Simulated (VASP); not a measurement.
Set up this calculation in VASP 6.6.1, as the native input.

```
Task                   : single point
Functional             : PBEsol
Dispersion             : D3(BJ)
Potentials or basis    : VASP PAW PBE potentials, release 64 (Cd, S)
Cutoff                 : 520 eV
k mesh                 : 8 × 8 × 8
Occupations            : fermi-dirac, width 0.05 eV
Spin                   : no spin polarisation
Dipole correction      : no
Further INCAR settings : ALGO = Normal; EDIFF = 1e-06; NBANDS = 16
```

The structure of CdS (Hawleyite) lies in POSCAR:

```
CdS
1.0
    0.0000000000      2.8885284354      2.8885284354
    2.8885284354      0.0000000000      2.8885284354
    2.8885284354      2.8885284354      0.0000000000
Cd S
1 1
Direct
    0.0000000000      0.0000000000      0.0000000000
    0.7500000000      0.7500000000      0.7500000000
```

The input as run:

INCAR

```
ALGO     = Normal         # electronic algorithm
EDIFF    = 1E-6           # SCF threshold, eV
ENCUT    = 520            # plane-wave cutoff, eV
GGA      = PS             # functional
ISIF     = 2              # what is computed and relaxed
ISMEAR   = -1             # smearing method
IVDW     = 12             # dispersion correction
LASPH    = T              # aspherical terms in the spheres
LCHARG   = F              # write CHGCAR
LREAL    = F              # projectors in reciprocal space
LWAVE    = F              # write WAVECAR
NBANDS   = 16             # bands
NELM     = 60             # most SCF steps
PREC     = Accurate       # precision mode
SIGMA    = 0.05           # smearing width, eV
```

KPOINTS

```
k-points
0
Gamma
  8 8 8
```

Potentials or basis: VASP PAW PBE potentials, release 64 (Cd, S).

Command:

```console
$ cat potpaw_PBE.64/Cd/POTCAR potpaw_PBE.64/S/POTCAR > POTCAR
$ mpirun -np 1 vasp_std > vasp.out
```

It gave:

| Item | Value |
| --- | --- |
| Pressure | 0.2 GPa |
| Band gap on the k mesh | 1.07 eV, direct |
| Dispersion energy per atom | -0.280 eV |

Caveat: three body term missing; the PAW data sets were made with another functional, which shifts forces and pressure a little.

Run time: 20 s on 1 thread of Intel(R) Xeon(R) Platinum 8259CL CPU @ 2.50GHz (Skylake/Cascade Lake), on a shared host, peak memory 0.18 GiB.
